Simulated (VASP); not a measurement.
# Ag (P6_3/mmc) in VASP: notebook

Runs on Ag. Level: PBEsol. Tasks: single point.

Everything below comes from runs of VASP 6.6.1. Logs are shortened: lines on timing, memory, paths and dates and some standing lists are left out, and cuts for length are marked.

### 1 The cell of the first run

The structure is hexagonal, space group P6_3/mmc (No. 194). The conventional cell has a = 2.871 Å, b = 2.871 Å, c = 9.478 Å, α = 90.00°, β = 90.00°, γ = 120.00°. Ag (site symmetry -6m2) has 12 Ag at 2.87 to 2.89 Å within 3.8 Å. Within 3.8 Å of Ag (site symmetry -3m) lie 12 Ag at 2.87 to 2.89 Å.

This isn't the form of Ag at room conditions, which is fcc.

### 2 Single point, PBEsol (strain +0.000 along x and y, +0.015 along z)

Input file INCAR:

```
PREC = Accurate
ENCUT = 520
EDIFF = 1E-7
ISMEAR = 0
SIGMA = 0.15
LREAL = F
LASPH = T
NELM = 100
ALGO = Fast
ISIF = 2
LWAVE = F
LCHARG = F
GGA = PS
NBANDS = 30
```

Input file KPOINTS:

```
regular mesh
0
Gamma
  18 18 6
```

Input file POSCAR:

```
Ag
1.0
    2.8709531734      0.0000000000      0.0000000000
   -1.4354765867      2.4863183812      0.0000000000
    0.0000000000      0.0000000000      9.4781297675
Ag
4
Direct
    0.3333333333      0.6666666667      0.2500000000
    0.6666666667      0.3333333333      0.7500000000
    0.0000000000      0.0000000000      0.0000000000
    0.0000000000      0.0000000000      0.5000000000
```

Potentials or basis: VASP PAW PBE potentials, release 64 (Ag).

Launch:

```console
cat potpaw_PBE.64/Ag/POTCAR > POTCAR
mpirun -np 1 vasp_std > vasp.out
```

OUTCAR:

```text
PREC = Accurate
   ENCUT = 520
   EDIFF = 1E-7
   ISMEAR = 0
   LREAL = F
   LASPH = T
   NELM = 100
   ISIF = 2
   GGA = PS

 ion  position               nearest neighbor table
   1  0.333  0.667  0.250-   3 2.89   4 2.89   3 2.89   4 2.89   3 2.89   4 2.89
   2  0.667  0.333  0.750-   3 2.89   4 2.89   3 2.89   4 2.89   3 2.89   4 2.89
   3  0.000  0.000  0.000-   1 2.89   2 2.89   1 2.89   2 2.89   2 2.89   1 2.89
   4  0.000  0.000  0.500-   1 2.89   2 2.89   1 2.89   2 2.89   2 2.89   1 2.89

  LATTYP: Found a hexagonal cell.
 ALAT       =     2.8709531734
 C/A-ratio  =     3.3013877953

  Lattice vectors:

 A1 = (   2.8709531734,   0.0000000000,   0.0000000000)
 A2 = (  -1.4354765867,   2.4863183812,   0.0000000000)
 A3 = (   0.0000000000,   0.0000000000,   9.4781297675)

Analysis of symmetry for initial positions (statically):
=====================================================================
 Subroutine PRICEL returns:
 Original cell was already a primitive cell.

 Routine SETGRP: Setting up the symmetry group for a
 hexagonal supercell.

 Subroutine GETGRP returns: Found 24 space group operations
 (whereof 12 operations were pure point group operations)
 out of a pool of 24 trial point group operations.

The static configuration has the point symmetry D_3d.
 The point group associated with its full space group is D_6h.

Analysis of symmetry for dynamics (positions and initial velocities):
=====================================================================
 Subroutine PRICEL returns:
 Original cell was already a primitive cell.

 Routine SETGRP: Setting up the symmetry group for a
 hexagonal supercell.

 Subroutine GETGRP returns: Found 24 space group operations
 (whereof 12 operations were pure point group operations)
 out of a pool of 24 trial point group operations.

The dynamic configuration has the point symmetry D_3d.
 The point group associated with its full space group is D_6h.

 Subroutine INISYM returns: Found 24 space group operations
 (whereof 12 operations are pure point group operations),
 and found     1 'primitive' translations

----------------------------------------------------------------------------------------

                                     Primitive cell

  volume of cell :      67.6559

  direct lattice vectors                    reciprocal lattice vectors
[... 91 lines left out ...]
   EDIFF  = 0.1E-06   stopping-criterion for ELM
   LREAL  =      F    real-space projection
   EDIFFG = 0.1E-05   stopping-criterion for IOM
   NSW    =      0    number of steps for IOM
   IBRION =     -1    ionic relax: 0-MD 1-quasi-New 2-CG
   NFREE  =      0    steps in history (QN), initial steepest desc. (CG)
   ISIF   =      2    stress and relaxation
   ISYM   =      2    0-nonsym 1-usesym 2-fastsym
   POTIM  = 0.5000    time-step for ionic-motion
   TEBEG  =    0.0;   TEEND  =   0.0 temperature during run
   PSTRESS=    0.0 pullay stress
   NELECT =      44.0000    total number of electrons
   NUPDOWN=      -1.0000    fix difference up-down
   EMIN   =  10.00;   EMAX   =-10.00  energy-range for DOS
   EFERMI =   0.00;   METHOD = LEGACY
   ISMEAR =     0;   SIGMA  =   0.15  broadening in eV -4-tet -1-fermi 0-gaus
   EFERMI_NEDOS =   21; number of points for ismear=-14 and -15
   IALGO  =     68    algorithm
   IMIX   =      4    mixing-type and parameters
     AMIX     =   0.40;   BMIX     =  1.00
     AMIX_MAG =   1.60;   BMIX_MAG =  1.00
  volume/ion in A,a.u.               =      16.91       114.14
  Fermi-wavevector in a.u.,A,eV,Ry     =   1.418373  2.680337 27.371968  2.011783
  Thomas-Fermi vector in A             =   2.539506
   LORBIT       =      0    0 simple, 1 ext, 2 COOP (PROOUT), +10 PAW based schemes
   GGA     = PS    functional components
   LHFCALC =     F    Hartree Fock is set to
   AEXX    =    0.0000 exact exchange contribution
   IVDW    =     0    specifies the selected vdW correction
   LEPSILON=     F    determine dielectric tensor
   LRPA    =     F    only Hartree local field effects (RPA)
 non-spin polarized calculation
 RMM-DIIS sequential band-by-band and
 Gauss-broadening in eV      SIGMA  =   0.15
  energy-cutoff  :      520.00
  volume of cell :       67.66
 maximum number of plane-waves:      1859
 NGX is ok and might be reduce to    24
   NGX = 11   NGY = 11   NGZ = 35

 number of electron      43.9999988 magnetization

 Free energy of the ion-electron system (eV)
  ---------------------------------------------------
  ext. energy  EPLUGINS =         0.00000000
  ---------------------------------------------------
  free energy    TOTEN  =       -13.22480477 eV

  energy without entropy =      -13.21121494  energy(sigma->0) =      -13.21800985

 E-fermi :   8.2973     XC(G=0): -12.4595

 val. band max:        8.2677552620   @ k =   0.1667   0.0000   0.3333
 cond. band min:       8.2990888018   @ k =   0.3889   0.0556   0.0000
 fundamental gap:      0.0313335398
 Fermi energy:         8.2972675632

 k-point     1 :       0.0000    0.0000    0.0000
  band No.  band energies     occupation
      1       0.4534      2.00000
      2       1.8362      2.00000
      3       1.8430      2.00000
      4       1.8903      2.00000
      5       3.4943      2.00000
      6       3.5401      2.00000
[... 781 lines left out ...]
     29      17.4690      0.00000
     30      18.3576      0.00000

 [... further k-points ...]

------------------------ aborting loop because EDIFF is reached ----------------------------------------

  FORCE on cell =-STRESS in cart. coord.  units (eV):
  Direction    XX          YY          ZZ          XY          YZ          ZX
  --------------------------------------------------------------------------------------
  -------------------------------------------------------------------------------------
  Total       -0.6124375     -0.6124375     -1.0692016      0.0000000     -0.0000000     -0.0000000
  in kB      -14.5033006    -14.5033006    -25.3200576      0.0000000     -0.0000000     -0.0000000
  external PRESSURE =     -18.1088863 kB  Pullay stress =       0.0000000 kB

 VOLUME and BASIS-vectors are now :
 -----------------------------------------------------------------------------
  energy-cutoff  :      520.00
  volume of cell :       67.66
      direct lattice vectors                 reciprocal lattice vectors
     2.870953173  0.000000000  0.000000000     0.348316374  0.201100552  0.000000000
    -1.435476587  2.486318381  0.000000000     0.000000000  0.402201105  0.000000000
     0.000000000  0.000000000  9.478129768     0.000000000  0.000000000  0.105506047

 POSITION                                       TOTAL-FORCE (eV/Angst)
 -----------------------------------------------------------------------------------
     -0.00000      1.65755      2.36953         0.000000     -0.000000      0.000000
      1.43548      0.82877      7.10860        -0.000000     -0.000000     -0.000000
      0.00000      0.00000      0.00000         0.000000      0.000000     -0.000000
      0.00000      0.00000      4.73906         0.000000      0.000000     -0.000000
 -----------------------------------------------------------------------------------
    total drift:                               -0.000000      0.000000      0.000000

  FREE ENERGIE OF THE ION-ELECTRON SYSTEM (eV)
  ---------------------------------------------------
  free  energy   TOTEN  =       -13.2248047733 eV

  energy  without entropy=      -13.2112149355  energy(sigma->0) =      -13.21800985
```

Run time: 2.1 min. Hardware: 1 thread of Intel Xeon 6975P-C (Granite Rapids), shared host; peak memory 0.35 GiB.

What came out:

| Item | Value |
| --- | --- |
| Free energy | -13.2248 eV |
| Pressure | -1.8 GPa |
| Band gap on the k mesh | zero (bands 22 and 23 overlap by 6.60 eV) |

Stress tensor (GPa, compression positive):
```
-1.45  0.00  0.00
 0.00 -1.45  0.00
 0.00  0.00 -2.53
```

Caveat: the cell differs from its parent crystal (strain +0.000 along x and y, +0.015 along z); the PAW data sets were made with another functional, which shifts forces and pressure a little.

### 3 Single point, PBEsol (strain +0.015 along x and y, -0.015 along z)

Input file INCAR:

```
  PREC = Accurate
  ENCUT = 520
  EDIFF = 1E-6
  ISMEAR = 0
  SIGMA = 0.15
  LREAL = False
  LASPH = True
  NELM = 60
  ALGO = Fast
  ISIF = 2
  LWAVE = False
  LCHARG = False
  GGA = PS
  NBANDS = 30
```

Input file KPOINTS:

```
Automatic mesh
0
Gamma
  18 18 6
```

Input file POSCAR:

```
Ag
1.0
    2.9140174710      0.0000000000      0.0000000000
   -1.4570087355      2.5236131569      0.0000000000
    0.0000000000      0.0000000000      9.1979880009
Ag
4
Direct
    0.3333333333      0.6666666667      0.2500000000
    0.6666666667      0.3333333333      0.7500000000
    0.0000000000      0.0000000000      0.0000000000
    0.0000000000      0.0000000000      0.5000000000
```

Potentials or basis: VASP PAW PBE potentials, release 64 (Ag).

Launch:

```console
cat potpaw_PBE.64/Ag/POTCAR > POTCAR
mpirun -np 1 vasp_std > vasp.out
```

Run time: 92 s. Hardware: 1 thread of Intel Xeon 6975P-C (Granite Rapids), shared host; peak memory 0.35 GiB.

Results (log left out):

```yaml
Free_energy: -13.2095 eV
Pressure: -1.6 GPa
Band_gap_on_the_k_mesh: zero (bands 22 and 23 overlap by 6.29 eV)
```

Stress tensor (GPa, compression positive):
```
-2.74  0.00  0.00
 0.00 -2.74  0.00
 0.00  0.00  0.70
```

Levels at points of the mesh, in eV from the Fermi level:
| k point | band 20 | band 21 | band 22 | band 23 | band 24 | band 25 |
| --- | --- | --- | --- | --- | --- | --- |
| (0.00, 0.00, 0.00) | -3.35 | -3.35 | -2.92 | -2.92 | -0.19 | 4.12 |
| (0.50, 0.00, 0.00) | -2.73 | -0.31 | 0.66 | 0.92 | 1.46 | 4.27 |
| (0.00, 0.00, 0.50) | -3.11 | -3.11 | -3.11 | -2.33 | -2.33 | 7.11 |
| (0.50, 0.00, 0.50) | -2.82 | 0.15 | 0.15 | 1.31 | 1.31 | 4.78 |

Caveat: the cell differs from its parent crystal (strain +0.015 along x and y, -0.015 along z); the PAW data sets were made with another functional, which shifts forces and pressure a little.

The gap in the log of VASP goes by the Fermi energy; the results here count the filled bands.